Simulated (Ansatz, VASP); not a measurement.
Si2W in VASP and in Ansatz

```xyz
3
Lattice="-1.6147 1.6147 3.9339 1.6147 -1.6147 3.9339 1.6147 1.6147 -3.9339" Properties=species:S:1:pos:R:3 pbc="T T T"
W     0.0000    0.0000    0.0000
Si    0.0000    0.0000    2.6323
Si    0.0000    0.0000    5.2356
```

Alike in both runs: functional PBE; k mesh 18 × 18 × 18; occupations gaussian, width 0.1 eV; no spin polarisation.

Ansatz relaxed the structure, and its values are those at the end. VASP's run is a single point on that final structure, the one shown.

|  | VASP | Ansatz |
| --- | --- | --- |
| version | VASP 6.6.1 | Ansatz 0.2.0 |
| potentials or method | VASP PAW PBE potentials, release 64 (W_sv, Si), cutoff 500 eV | scalar-relativistic, plane waves, PAW |
| valence electrons in the cell | 22 | 22 |

```tsv
	VASP	Ansatz	Ansatz less VASP
gap on the k mesh at the Fermi level (eV)	none	none	-
pressure (GPa)	0.0	0.0	0.00
```

A gap of «none» marks a metal or a gap that the smearing closes. With one functional, cell and mesh, what is left measures potentials, basis and numerics.

Spin-orbit coupling is off throughout.
